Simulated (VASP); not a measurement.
# BP (F-43m) in VASP: single point with PBE

Aim: the single point of BP with PBE.

Everything below comes from runs of VASP 6.6.1. Logs are shortened: lines on timing, memory, paths and dates and some standing lists are left out, and cuts for length are marked.

## 1. The cell of the first run

Symmetry: F-43m, No. 216, cubic system. Conventional cell: a = 4.548 Å, b = 4.548 Å, c = 4.548 Å, α = 90.00°, β = 90.00°, γ = 90.00°. B (site symmetry -43m) has 4 P at 1.97 Å within 2.6 Å. P (site symmetry -43m) has 4 B at 1.97 Å within 2.6 Å.

## 2. Single point, PBE

Contents of INCAR:

```
SYSTEM = BP
PREC     = Accurate       ! precision mode
ENCUT    = 520            ! plane-wave cutoff, eV
EDIFF    = 1E-6           ! SCF threshold, eV
ISMEAR   = 0              ! smearing method
SIGMA    = 0.01           ! smearing width, eV
LREAL    = Auto         
LASPH    = .True.         ! aspherical terms in the spheres
NELM     = 60             ! most SCF steps
ALGO     = Normal         ! electronic algorithm
ISIF     = 2              ! what is computed and relaxed
LWAVE    = .False.        ! write WAVECAR
LCHARG   = .False.        ! write CHGCAR
GGA      = PE             ! functional
NBANDS   = 86             ! bands
```

Contents of KPOINTS:

```
Automatic mesh
0
Gamma
  2 2 2
  0.5 0.5 0.5
```

Contents of POSCAR:

```
BP
1.0
   -4.5481927936      4.5481927936     -4.5481927936
    4.5481927936     -4.5481927936     -4.5481927936
   -4.5481927936     -4.5481927936      4.5481927936
B P
16 16
Direct
    0.0000000000      0.2500000000      0.7500000000
    0.7500000000      0.2500000000      1.0000000000
    0.5000000000      0.2500000000      0.2500000000
    0.2500000000      0.0000000000      0.7500000000
    0.2500000000      0.2500000000      0.5000000000
    1.0000000000      1.0000000000      1.0000000000
    0.7500000000      0.0000000000      0.2500000000
    0.5000000000      0.7500000000      0.7500000000
    0.5000000000      0.0000000000      0.5000000000
    0.2500000000      0.7500000000      1.0000000000
    0.0000000000      0.7500000000      0.2500000000
    0.7500000000      0.5000000000      0.7500000000
    0.7500000000      0.7500000000      0.5000000000
    0.5000000000      0.5000000000      1.0000000000
    0.2500000000      0.5000000000      0.2500000000
    0.0000000000      0.5000000000      0.5000000000
    0.0000000000      0.5000000000      0.7500000000
    0.7500000000      0.5000000000      0.0000000000
    0.5000000000      0.5000000000      0.2500000000
    0.2500000000      0.2500000000      0.7500000000
    0.2500000000      0.5000000000      0.5000000000
    0.0000000000      0.2500000000      0.0000000000
    0.7500000000      0.2500000000      0.2500000000
    0.5000000000      0.0000000000      0.7500000000
    0.5000000000      0.2500000000      0.5000000000
    0.2500000000      0.0000000000      0.0000000000
    0.0000000000      0.0000000000      0.2500000000
    0.7500000000      0.7500000000      0.7500000000
    0.7500000000      0.0000000000      0.5000000000
    0.5000000000      0.7500000000      0.0000000000
    0.2500000000      0.7500000000      0.2500000000
    0.0000000000      0.7500000000      0.5000000000
```

Potentials or basis: VASP PAW PBE potentials, release 64 (B, P).

Started as:

```sh
> cat potpaw_PBE.64/B/POTCAR potpaw_PBE.64/P/POTCAR > POTCAR
> mpirun -np 1 vasp_std > vasp.out
```

OUTCAR:

```text
SYSTEM = BP
   PREC = Accurate
   ENCUT = 520
   EDIFF = 1E-6
   ISMEAR = 0
   LREAL = Auto
   LASPH = .True.
   NELM = 60
   ISIF = 2
   GGA = PE

 ion  position               nearest neighbor table
   1  0.000  0.250  0.750-  17 1.97  20 1.97  22 1.97  29 1.97
   2  0.750  0.250  0.000-  18 1.97  22 1.97  23 1.97  24 1.97
   3  0.500  0.250  0.250-  19 1.97  23 1.97  25 1.97  26 1.97
   4  0.250  0.000  0.750-  20 1.97  24 1.97  26 1.97  32 1.97
   5  0.250  0.250  0.500-  20 1.97  21 1.97  25 1.97  27 1.97
   6  0.000  0.000  0.000-  22 1.97  26 1.97  27 1.97  28 1.97
[... 24 lines left out ...]
  31  0.250  0.750  0.250-   9 1.97  10 1.97  11 1.97  15 1.97
  32  0.000  0.750  0.500-   4 1.97  11 1.97  13 1.97  16 1.97

  LATTYP: Found a body centered cubic cell.
 ALAT       =     9.0963855872

  Lattice vectors:

 A1 = (  -4.5481927936,   4.5481927936,  -4.5481927936)
 A2 = (   4.5481927936,  -4.5481927936,  -4.5481927936)
 A3 = (  -4.5481927936,  -4.5481927936,   4.5481927936)

Analysis of symmetry for initial positions (statically):
=====================================================================
 Subroutine PRICEL returns following result:

  LATTYP: Found a face centered cubic cell.
 ALAT       =     4.5481927936

  Lattice vectors:

 A1 = (   2.2740963968,  -2.2740963968,   0.0000000000)
 A2 = (   2.2740963968,   0.0000000000,   2.2740963968)
 A3 = (  -0.0000000000,  -2.2740963968,   2.2740963968)

  16 primitive cells build up your supercell.

 Routine SETGRP: Setting up the symmetry group for a
 body centered cubic supercell.

 Subroutine GETGRP returns: Found 24 space group operations
 (whereof 24 operations were pure point group operations)
 out of a pool of 48 trial point group operations.

The static configuration has the point symmetry T_d .

Analysis of symmetry for dynamics (positions and initial velocities):
=====================================================================
 Subroutine PRICEL returns following result:

  LATTYP: Found a face centered cubic cell.
 ALAT       =     4.5481927936

  Lattice vectors:

 A1 = (   2.2740963968,  -2.2740963968,   0.0000000000)
 A2 = (   2.2740963968,   0.0000000000,   2.2740963968)
 A3 = (  -0.0000000000,  -2.2740963968,   2.2740963968)

  16 primitive cells build up your supercell.

 Routine SETGRP: Setting up the symmetry group for a
 body centered cubic supercell.

 Subroutine GETGRP returns: Found 24 space group operations
 (whereof 24 operations were pure point group operations)
 out of a pool of 48 trial point group operations.

The dynamic configuration has the point symmetry T_d .

 Subroutine INISYM returns: Found 24 space group operations
 (whereof 24 operations are pure point group operations),
 and found    16 'primitive' translations

----------------------------------------------------------------------------------------

                                     Primitive cell

  volume of cell :      23.5210

  direct lattice vectors                    reciprocal lattice vectors
     2.274096397 -2.274096397  0.000000000     0.219867549 -0.219867549 -0.219867549
     2.274096397  0.000000000  2.274096397     0.219867549  0.219867549  0.219867549
    -0.000000000 -2.274096397  2.274096397    -0.219867549 -0.219867549  0.219867549

  length of vectors
     3.216057966  3.216057966  3.216057966     0.380821765  0.380821765  0.380821765

  position of ions in fractional coordinates (direct lattice)
     1.000000000  1.000000000  0.000000000
     0.750000000  0.750000000  0.750000000

  ion indices of the primitive-cell ions
   primitive index   ion index
                 1           1
                 2          17

----------------------------------------------------------------------------------------

 KPOINTS: Automatic mesh

Automatic generation of k-mesh.
 Grid dimensions read from file:
 generate k-points for:    2    2    2

 Generating k-lattice:

  Cartesian coordinates                     Fractional coordinates (reciprocal lattice)
    -0.054966887  0.000000000 -0.054966887     0.500000000  0.000000000  0.000000000
     0.000000000 -0.054966887 -0.054966887     0.000000000  0.500000000  0.000000000
    -0.054966887 -0.054966887  0.000000000     0.000000000  0.000000000  0.500000000

  Length of vectors
     0.077734917  0.077734917  0.077734917

  Shift w.r.t. Gamma in fractional coordinates (k-lattice)
     0.500000000  0.500000000  0.500000000

 Subroutine IBZKPT returns following result:
 ===========================================

 Found      2 irreducible k-points:

 Following reciprocal coordinates:
            Coordinates               Weight
  0.250000  0.250000  0.250000      2.000000
 -0.250000  0.250000  0.250000      6.000000
   k-points           NKPTS =      2   k-points in BZ     NKDIM =      2   number of bands    NBANDS=     86
   number of dos      NEDOS =    301   number of ions     NIONS =     32
   total plane-waves  NPLWV = 216000
   dimension x,y,z NGX =    60 NGY =   60 NGZ =   60
   dimension x,y,z NGXF=   120 NGYF=  120 NGZF=  120
   ions per type =              16  16
   NGX,Y,Z   is equivalent  to a cutoff of  12.66, 12.66, 12.66 a.u.
   NGXF,Y,Z  is equivalent  to a cutoff of  25.32, 25.32, 25.32 a.u.
 SYSTEM =  BP
   PREC   = accura    normal or accurate (medium, high low for compatibility)
   ISTART =      0    job   : 0-new  1-cont  2-samecut
   ICHARG =      2    charge: 1-file 2-atom 10-const
   ISPIN  =      1    spin polarized calculation?
   LNONCOLLINEAR =      F non collinear calculations
   LSORBIT =      F    spin-orbit coupling
   LASPH  =      T    aspherical Exc in radial PAW
   ENCUT  =  520.0 eV  38.22 Ry    6.18 a.u.  14.65 14.65 14.65*2*pi/ulx,y,z
   NELM   =     60;   NELMIN=  2; NELMDL= -5     # of ELM steps
   EDIFF  = 0.1E-05   stopping-criterion for ELM
   LREAL  =      T    real-space projection
   EDIFFG = 0.1E-04   stopping-criterion for IOM
   NSW    =      0    number of steps for IOM
   IBRION =     -1    ionic relax: 0-MD 1-quasi-New 2-CG
   NFREE  =      0    steps in history (QN), initial steepest desc. (CG)
   ISIF   =      2    stress and relaxation
   ISYM   =      2    0-nonsym 1-usesym 2-fastsym
   POTIM  = 0.5000    time-step for ionic-motion
   TEBEG  =    0.0;   TEEND  =   0.0 temperature during run
   PSTRESS=    0.0 pullay stress
   NELECT =     128.0000    total number of electrons
   NUPDOWN=      -1.0000    fix difference up-down
   EMIN   =  10.00;   EMAX   =-10.00  energy-range for DOS
   EFERMI =   0.00;   METHOD = LEGACY
   ISMEAR =     0;   SIGMA  =   0.01  broadening in eV -4-tet -1-fermi 0-gaus
   EFERMI_NEDOS =   21; number of points for ismear=-14 and -15
   IALGO  =     38    algorithm
   IMIX   =      4    mixing-type and parameters
     AMIX     =   0.40;   BMIX     =  1.00
     AMIX_MAG =   1.60;   BMIX_MAG =  1.00
  volume/ion in A,a.u.               =      11.76        79.36
  Fermi-wavevector in a.u.,A,eV,Ry     =   1.142754  2.159491 17.767657  1.305886
  Thomas-Fermi vector in A             =   2.279451
   LORBIT       =      0    0 simple, 1 ext, 2 COOP (PROOUT), +10 PAW based schemes
   GGA     = PE    functional components
   LHFCALC =     F    Hartree Fock is set to
   AEXX    =    0.0000 exact exchange contribution
   IVDW    =     0    specifies the selected vdW correction
   LEPSILON=     F    determine dielectric tensor
   LRPA    =     F    only Hartree local field effects (RPA)
 non-spin polarized calculation
 Gauss-broadening in eV      SIGMA  =   0.01
  energy-cutoff  :      520.00
  volume of cell :      376.34
 maximum number of plane-waves:     10168
 NGX is ok and might be reduce to    60
   NGX = 29   NGY = 29   NGZ = 29

 number of electron     128.0000012 magnetization

 Free energy of the ion-electron system (eV)
  ---------------------------------------------------
  ext. energy  EPLUGINS =         0.00000000
  ---------------------------------------------------
  free energy    TOTEN  =      -206.87191514 eV

  energy without entropy =     -206.87191514  energy(sigma->0) =     -206.87191514

 E-fermi :   6.2897     XC(G=0): -10.8773

 val. band max:        6.2429661008   @ k =   0.2500   0.2500   0.2500
 cond. band min:       8.6320413629   @ k =  -0.2500   0.2500   0.2500
 fundamental gap:      2.3890752622
 Fermi energy:         6.2896650045

 k-point     1 :       0.2500    0.2500    0.2500
  band No.  band energies     occupation
      1      -6.9473      2.00000
      2      -6.9473      2.00000
      3      -6.9473      2.00000
      4      -6.9473      2.00000
      5      -4.3496      2.00000
      6      -4.3496      2.00000
[... 68 lines left out ...]
     75       9.8904      0.00000
     76       9.8904      0.00000

 k-point     2 :      -0.2500    0.2500    0.2500
  band No.  band energies     occupation
      1      -7.6734      2.00000
      2      -6.2283      2.00000
      3      -6.2283      2.00000
      4      -6.2283      2.00000
      5      -6.2283      2.00000
      6      -5.0262      2.00000
[... 68 lines left out ...]
     75      10.8089      0.00000
     76      11.3664      0.00000
 [bands above 76 left out]

------------------------ aborting loop because EDIFF is reached ----------------------------------------

  FORCE on cell =-STRESS in cart. coord.  units (eV):
  Direction    XX          YY          ZZ          XY          YZ          ZX
  --------------------------------------------------------------------------------------
  -------------------------------------------------------------------------------------
  Total       -0.3918013     -0.3918013     -0.3918013      0.0000000      0.0000000     -0.0000000
  in kB       -1.6680148     -1.6680148     -1.6680148      0.0000000      0.0000000     -0.0000000
  external PRESSURE =      -1.6680148 kB  Pullay stress =       0.0000000 kB

 VOLUME and BASIS-vectors are now :
 -----------------------------------------------------------------------------
  energy-cutoff  :      520.00
  volume of cell :      376.34
      direct lattice vectors                 reciprocal lattice vectors
    -4.548192794  4.548192794 -4.548192794    -0.109933774  0.000000000 -0.109933774
     4.548192794 -4.548192794 -4.548192794     0.000000000 -0.109933774 -0.109933774
    -4.548192794 -4.548192794  4.548192794    -0.109933774 -0.109933774  0.000000000

 POSITION                                       TOTAL-FORCE (eV/Angst)
 -----------------------------------------------------------------------------------
     -2.27410     -4.54819      2.27410         0.000000     -0.000000     -0.000000
     -2.27410      2.27410     -4.54819         0.000000      0.000000     -0.000000
     -2.27410      0.00000     -2.27410        -0.000000     -0.000000      0.000000
     -4.54819     -2.27410      2.27410         0.000000     -0.000000     -0.000000
     -2.27410     -2.27410      0.00000        -0.000000     -0.000000      0.000000
      0.00000      0.00000      0.00000         0.000000     -0.000000      0.000000
[... 24 lines left out ...]
      1.13705     -3.41114     -3.41114        -0.000000      0.000000     -0.000000
      1.13705     -5.68524     -1.13705        -0.000000      0.000000     -0.000000
 -----------------------------------------------------------------------------------
    total drift:                                0.000002      0.000002      0.000002

  FREE ENERGIE OF THE ION-ELECTRON SYSTEM (eV)
  ---------------------------------------------------
  free  energy   TOTEN  =      -206.8719151434 eV

  energy  without entropy=     -206.8719151434  energy(sigma->0) =     -206.87191514
```

Wall time 4.3 min (1 thread of Intel Xeon 8259CL, shared host); peak memory 0.49 GiB.

Results:

```yaml
Free_energy: -206.8719 eV
Pressure: -0.2 GPa
Band_gap_on_the_k_mesh: 2.39 eV
```

Caveat: a shifted mesh leaves out Γ, where band edges can lie. A k mesh can miss the band edges.
